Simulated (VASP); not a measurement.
# Li2S (Fm-3m) in VASP: a series of runs

Runs on Li2S. Level: PBEsol. Tasks: single point, relaxation of the atoms.

Everything below comes from runs of VASP 6.6.1. Logs are shortened: lines on timing, memory, paths and dates and some standing lists are left out, and cuts for length are marked.

### 1 The cell of the first run

The structure is cubic, space group Fm-3m (No. 225). Conventional cell: a = 5.689 Å, b = 5.689 Å, c = 5.689 Å, α = 90.00°, β = 90.00°, γ = 90.00°. Within 3.3 Å of Li (site symmetry -43m) lie 4 S at 2.46 Å and 6 Li at 2.84 Å. Within 3.3 Å of S (site symmetry m-3m) lie 8 Li at 2.46 Å.

### 2 Single point, PBEsol

INCAR reads:

```
ALGO = Normal
EDIFF = 1E-6
ENCUT = 750
GGA = PS
GGA_COMPAT = F
ISIF = 2
ISMEAR = -1
LASPH = T
LCHARG = F
LREAL = F
LWAVE = F
NBANDS = 13
NELM = 120
PREC = Accurate
SIGMA = 0.03
```

KPOINTS reads:

```
k-points
0
Gamma
  9 9 9
```

POSCAR reads:

```
Li2S
1.0
    0.0000000000      2.8445000000      2.8445000000
    2.8445000000      0.0000000000      2.8445000000
    2.8445000000      2.8445000000      0.0000000000
Li S
2 1
Direct
    0.2500000000      0.2500000000      0.2500000000
    0.7500000000      0.7500000000      0.7500000000
    0.0000000000      0.0000000000      0.0000000000
```

Potentials or basis: VASP PAW PBE potentials, release 64 (Li_sv, S).

The run is started by

```bash
$ cat potpaw_PBE.64/Li_sv/POTCAR potpaw_PBE.64/S/POTCAR > POTCAR
$ mpirun -np 1 vasp_std > vasp.out
```

OUTCAR:

```text
EDIFF = 1E-6
   ENCUT = 750
   GGA = PS
   ISIF = 2
   ISMEAR = -1
   LASPH = T
   LREAL = F
   NELM = 120
   PREC = Accurate

 ion  position               nearest neighbor table
   1  0.250  0.250  0.250-   3 2.46   3 2.46   3 2.46   3 2.46
   2  0.750  0.750  0.750-   3 2.46   3 2.46   3 2.46   3 2.46
   3  0.000  0.000  0.000-   2 2.46   2 2.46   2 2.46   1 2.46   2 2.46   1 2.46   1 2.46   1 2.46

  LATTYP: Found a face centered cubic cell.
 ALAT       =     5.6890000000

  Lattice vectors:

 A1 = (   0.0000000000,   2.8445000000,   2.8445000000)
 A2 = (   2.8445000000,   0.0000000000,   2.8445000000)
 A3 = (   2.8445000000,   2.8445000000,   0.0000000000)

Analysis of symmetry for initial positions (statically):
=====================================================================
 Subroutine PRICEL returns:
 Original cell was already a primitive cell.

 Routine SETGRP: Setting up the symmetry group for a
 face centered cubic supercell.

 Subroutine GETGRP returns: Found 48 space group operations
 (whereof 48 operations were pure point group operations)
 out of a pool of 48 trial point group operations.

The static configuration has the point symmetry O_h .

Analysis of symmetry for dynamics (positions and initial velocities):
=====================================================================
 Subroutine PRICEL returns:
 Original cell was already a primitive cell.

 Routine SETGRP: Setting up the symmetry group for a
 face centered cubic supercell.

 Subroutine GETGRP returns: Found 48 space group operations
 (whereof 48 operations were pure point group operations)
 out of a pool of 48 trial point group operations.

The dynamic configuration has the point symmetry O_h .

 Subroutine INISYM returns: Found 48 space group operations
 (whereof 48 operations are pure point group operations),
 and found     1 'primitive' translations

----------------------------------------------------------------------------------------

                                     Primitive cell

  volume of cell :      46.0307

  direct lattice vectors                    reciprocal lattice vectors
     0.000000000  2.844500000  2.844500000    -0.175777817  0.175777817  0.175777817
     2.844500000  0.000000000  2.844500000     0.175777817 -0.175777817  0.175777817
     2.844500000  2.844500000  0.000000000     0.175777817  0.175777817 -0.175777817

  length of vectors
     4.022730478  4.022730478  4.022730478     0.304456110  0.304456110  0.304456110

  position of ions in fractional coordinates (direct lattice)
     0.250000000  0.250000000  0.250000000
     0.750000000  0.750000000  0.750000000
     0.000000000  0.000000000  0.000000000

  ion indices of the primitive-cell ions
   primitive index   ion index
                 1           1
                 2           2
                 3           3

----------------------------------------------------------------------------------------

 KPOINTS: k-points

Automatic generation of k-mesh.
 Grid dimensions read from file:
 generate k-points for:    9    9    9

 Generating k-lattice:

  Cartesian coordinates                     Fractional coordinates (reciprocal lattice)
    -0.019530869  0.019530869  0.019530869     0.111111111  0.000000000  0.000000000
     0.019530869 -0.019530869  0.019530869     0.000000000  0.111111111  0.000000000
     0.019530869  0.019530869 -0.019530869     0.000000000  0.000000000  0.111111111

  Length of vectors
     0.033828457  0.033828457  0.033828457

  Shift w.r.t. Gamma in fractional coordinates (k-lattice)
     0.000000000  0.000000000  0.000000000

 Subroutine IBZKPT returns following result:
 ===========================================

 Found     35 irreducible k-points:

 Following reciprocal coordinates:
            Coordinates               Weight
  0.000000  0.000000  0.000000      1.000000
  0.111111  0.000000  0.000000      8.000000
  0.222222  0.000000  0.000000      8.000000
  0.333333  0.000000  0.000000      8.000000
  0.444444  0.000000  0.000000      8.000000
  0.111111  0.111111  0.000000      6.000000
[... 16 lines left out ...]
 -0.333333  0.333333  0.000000     12.000000
  0.444444  0.444444  0.000000      6.000000
 [... further k-points ...]
   k-points           NKPTS =     35   k-points in BZ     NKDIM =     35   number of bands    NBANDS=     13
   number of dos      NEDOS =    301   number of ions     NIONS =      3
   total plane-waves  NPLWV =  46656
   dimension x,y,z NGX =    36 NGY =   36 NGZ =   36
   dimension x,y,z NGXF=    72 NGYF=   72 NGZF=   72
   ions per type =               2   1
   NGX,Y,Z   is equivalent  to a cutoff of  14.88, 14.88, 14.88 a.u.
   NGXF,Y,Z  is equivalent  to a cutoff of  29.76, 29.76, 29.76 a.u.
 SYSTEM =  unknown system
   PREC   = accura    normal or accurate (medium, high low for compatibility)
   ISTART =      0    job   : 0-new  1-cont  2-samecut
   ICHARG =      2    charge: 1-file 2-atom 10-const
   ISPIN  =      1    spin polarized calculation?
   LNONCOLLINEAR =      F non collinear calculations
   LSORBIT =      F    spin-orbit coupling
   LASPH  =      T    aspherical Exc in radial PAW
   ENCUT  =  750.0 eV  55.12 Ry    7.42 a.u.   8.98  8.98  8.98*2*pi/ulx,y,z
   NELM   =    120;   NELMIN=  2; NELMDL= -5     # of ELM steps
   EDIFF  = 0.1E-05   stopping-criterion for ELM
   LREAL  =      F    real-space projection
   EDIFFG = 0.1E-04   stopping-criterion for IOM
   NSW    =      0    number of steps for IOM
   IBRION =     -1    ionic relax: 0-MD 1-quasi-New 2-CG
   NFREE  =      0    steps in history (QN), initial steepest desc. (CG)
   ISIF   =      2    stress and relaxation
   ISYM   =      2    0-nonsym 1-usesym 2-fastsym
   POTIM  = 0.5000    time-step for ionic-motion
   TEBEG  =    0.0;   TEEND  =   0.0 temperature during run
   PSTRESS=    0.0 pullay stress
   NELECT =      12.0000    total number of electrons
   NUPDOWN=      -1.0000    fix difference up-down
   EMIN   =  10.00;   EMAX   =-10.00  energy-range for DOS
   EFERMI =   0.00;   METHOD = LEGACY
   ISMEAR =    -1;   SIGMA  =   0.03  broadening in eV -4-tet -1-fermi 0-gaus
   EFERMI_NEDOS =   21; number of points for ismear=-14 and -15
   IALGO  =     38    algorithm
   IMIX   =      4    mixing-type and parameters
     AMIX     =   0.40;   BMIX     =  1.00
     AMIX_MAG =   1.60;   BMIX_MAG =  1.00
  volume/ion in A,a.u.               =      15.34       103.54
  Fermi-wavevector in a.u.,A,eV,Ry     =   1.045810  1.976294 14.880934  1.093718
  Thomas-Fermi vector in A             =   2.180621
   LORBIT       =      0    0 simple, 1 ext, 2 COOP (PROOUT), +10 PAW based schemes
   GGA     = PS    functional components
   LHFCALC =     F    Hartree Fock is set to
   AEXX    =    0.0000 exact exchange contribution
   IVDW    =     0    specifies the selected vdW correction
   LEPSILON=     F    determine dielectric tensor
   LRPA    =     F    only Hartree local field effects (RPA)
 non-spin polarized calculation
  energy-cutoff  :      750.00
  volume of cell :       46.03
 maximum number of plane-waves:      2168
   NGX = 17   NGY = 17   NGZ = 17

 number of electron      11.9999998 magnetization

 Free energy of the ion-electron system (eV)
  ---------------------------------------------------
  ext. energy  EPLUGINS =         0.00000000
  ---------------------------------------------------
  free energy    TOTEN  =       -12.37541146 eV

  energy without entropy =      -12.37541146  energy(sigma->0) =      -12.37541146

 E-fermi :   2.0133     XC(G=0):  -8.6579

 val. band max:        1.4412195420   @ k =   0.0000   0.0000   0.0000
 cond. band min:       4.7494050631   @ k =   0.4444   0.4444   0.0000
 fundamental gap:      3.3081855211
 Fermi energy:         2.0133440287

 k-point     1 :       0.0000    0.0000    0.0000
  band No.  band energies     occupation
      1     -42.0404      2.00000
      2     -41.9938      2.00000
      3      -9.5919      2.00000
      4       1.4412      2.00000
      5       1.4412      2.00000
      6       1.4412      2.00000
      7       5.5654      0.00000
      8       7.5932      0.00000
      9       7.5932      0.00000
     10       7.5932      0.00000
     11      12.5865      0.00000
     12      12.5865      0.00000
     13      13.7352      0.00000

 k-point     2 :       0.1111    0.0000    0.0000
  band No.  band energies     occupation
      1     -42.0389      2.00000
      2     -41.9952      2.00000
      3      -9.5458      2.00000
      4       0.9378      2.00000
      5       1.3688      2.00000
      6       1.3688      2.00000
      7       5.9312      0.00000
      8       7.7864      0.00000
      9       7.7864      0.00000
     10       7.8769      0.00000
     11      11.6972      0.00000
     12      11.6972      0.00000
     13      13.8502      0.00000

 k-point     3 :       0.2222    0.0000    0.0000
  band No.  band energies     occupation
      1     -42.0346      2.00000
      2     -41.9989      2.00000
      3      -9.4231      2.00000
      4      -0.0465      2.00000
      5       1.2020      2.00000
      6       1.2020      2.00000
      7       6.5488      0.00000
      8       8.1160      0.00000
      9       8.1160      0.00000
     10       8.5882      0.00000
     11      11.1683      0.00000
     12      11.1683      0.00000
     13      14.2077      0.00000

 k-point     4 :       0.3333    0.0000    0.0000
  band No.  band energies     occupation
      1     -42.0281      2.00000
      2     -42.0048      2.00000
      3      -9.2711      2.00000
      4      -0.9295      2.00000
      5       1.0352      2.00000
      6       1.0352      2.00000
      7       7.0782      0.00000
      8       8.1084      0.00000
      9       8.1084      0.00000
     10       9.2837      0.00000
     11      11.8002      0.00000
     12      11.8002      0.00000
     13      14.7402      0.00000

 k-point     5 :       0.4444    0.0000    0.0000
  band No.  band energies     occupation
      1     -42.0203      2.00000
      2     -42.0122      2.00000
      3      -9.1633      2.00000
      4      -1.4358      2.00000
      5       0.9367      2.00000
      6       0.9367      2.00000
      7       7.4137      0.00000
      8       7.9491      0.00000
      9       7.9491      0.00000
     10       9.6529      0.00000
     11      13.3361      0.00000
     12      13.3361      0.00000
     13      15.1955      0.00000
[... 257 lines left out ...]
 k-point    22 :      -0.4444    0.3333    0.0000
  band No.  band energies     occupation
      1     -42.0205      2.00000
      2     -42.0114      2.00000
      3      -9.0332      2.00000
      4      -0.7977      2.00000
      5      -0.3252      2.00000
      6       0.2396      2.00000
      7       5.7668      0.00000
      8       9.2378      0.00000
      9      10.5905      0.00000
     10      10.7233      0.00000
     11      12.3682      0.00000
     12      12.9313      0.00000
     13      14.9520      0.00000

 k-point    23 :      -0.3333    0.3333    0.0000
  band No.  band energies     occupation
      1     -42.0160      2.00000
      2     -42.0159      2.00000
      3      -9.0438      2.00000
      4      -0.8910      2.00000
      5      -0.4094      2.00000
      6       0.4568      2.00000
      7       6.4519      0.00000
      8       9.3886      0.00000
      9      10.3678      0.00000
     10      11.0416      0.00000
     11      11.1940      0.00000
     12      11.2572      0.00000
     13      15.9185      0.00000

 k-point    24 :       0.4444    0.4444    0.0000
  band No.  band energies     occupation
      1     -42.0241      2.00000
      2     -42.0078      2.00000
      3      -9.0387      2.00000
      4      -0.7211      2.00000
      5       0.0228      2.00000
      6       0.0228      2.00000
      7       4.7494      0.00000
      8       8.4441      0.00000
      9      11.9787      0.00000
     10      11.9787      0.00000
     11      13.1233      0.00000
     12      14.4728      0.00000
     13      14.4728      0.00000

 [... further k-points ...]
[... 5 lines left out ...]
  --------------------------------------------------------------------------------------
  -------------------------------------------------------------------------------------
  Total       -0.2287724     -0.2287724     -0.2287724      0.0000000     -0.0000000      0.0000000
  in kB       -7.9628096     -7.9628096     -7.9628096      0.0000000     -0.0000000      0.0000000
  external PRESSURE =      -7.9628096 kB  Pullay stress =       0.0000000 kB

 VOLUME and BASIS-vectors are now :
 -----------------------------------------------------------------------------
  energy-cutoff  :      750.00
  volume of cell :       46.03
      direct lattice vectors                 reciprocal lattice vectors
     0.000000000  2.844500000  2.844500000    -0.175777817  0.175777817  0.175777817
     2.844500000  0.000000000  2.844500000     0.175777817 -0.175777817  0.175777817
     2.844500000  2.844500000  0.000000000     0.175777817  0.175777817 -0.175777817

 POSITION                                       TOTAL-FORCE (eV/Angst)
 -----------------------------------------------------------------------------------
      1.42225      1.42225      1.42225        -0.000000     -0.000000     -0.000000
      4.26675      4.26675      4.26675         0.000000      0.000000      0.000000
      0.00000      0.00000      0.00000        -0.000000      0.000000     -0.000000
 -----------------------------------------------------------------------------------
    total drift:                                0.000000      0.000000      0.000000

  FREE ENERGIE OF THE ION-ELECTRON SYSTEM (eV)
  ---------------------------------------------------
  free  energy   TOTEN  =       -12.3754114565 eV

  energy  without entropy=      -12.3754114565  energy(sigma->0) =      -12.37541146
```

Run time: 11 s. Hardware: 1 thread of Intel Xeon 6975P-C (Granite Rapids), shared host; peak memory 0.2 GiB.

Results:

- Free energy: -12.3754 eV
- Pressure: -0.8 GPa
- Band gap on the k mesh: 3.31 eV, indirect (least direct gap 4.12 eV)

Levels at points of the mesh, in eV from the valence-band top:
| k point | band 4 | band 5 | band 6 | band 7 | band 8 | band 9 |
| --- | --- | --- | --- | --- | --- | --- |
| (0.00, 0.00, 0.00) | 0.00 | 0.00 | 0.00 | 4.12 | 6.15 | 6.15 |

Caveat: the PAW data sets were made with another functional, which shifts forces and pressure a little. A k mesh can miss the band edges.

### 3 Single point, PBEsol

INCAR reads:

```
SYSTEM = Li2S
PREC     = Accurate       ! precision mode
ENCUT    = 750            ! plane-wave cutoff, eV
EDIFF    = 1E-6           ! SCF threshold, eV
ISMEAR   = -1             ! smearing method
SIGMA    = 0.03           ! smearing width, eV
LREAL    = .False.        ! projectors in reciprocal space
LASPH    = .True.         ! aspherical terms in the spheres
NELM     = 120            ! most SCF steps
ALGO     = Normal         ! electronic algorithm
ISIF     = 2              ! what is computed and relaxed
LWAVE    = .False.        ! write WAVECAR
LCHARG   = .False.        ! write CHGCAR
GGA      = PS             ! functional
NBANDS   = 13             ! bands
GGA_COMPAT= .False.
```

KPOINTS reads:

```
regular mesh
0
Gamma
  9 9 9
  0 0 0
```

POSCAR is that of step 2.

Potentials or basis: VASP PAW PBE potentials, release 64 (Li_sv, S).

The run is started by

```bash
$ cat potpaw_PBE.64/Li_sv/POTCAR potpaw_PBE.64/S/POTCAR > POTCAR
$ mpirun -np 1 vasp_std > vasp.out
```

Wall time 11 s (1 thread of Intel Xeon 6975P-C (Granite Rapids), shared host); peak memory 0.2 GiB.

The run converged. Its results:

```yaml
Free_energy: -12.3754 eV
Pressure: -0.8 GPa
Band_gap_on_the_k_mesh: 3.31 eV, indirect (least direct gap 4.12 eV)
```

Levels at points of the mesh, in eV from the valence-band top:
| k point | band 4 | band 5 | band 6 | band 7 | band 8 | band 9 |
| --- | --- | --- | --- | --- | --- | --- |
| (0.00, 0.00, 0.00) | 0.00 | 0.00 | 0.00 | 4.12 | 6.15 | 6.15 |

Caveat: the PAW data sets were made with another functional, which shifts forces and pressure a little. A k mesh can miss the band edges.

(Continued in part 2 of 2.)
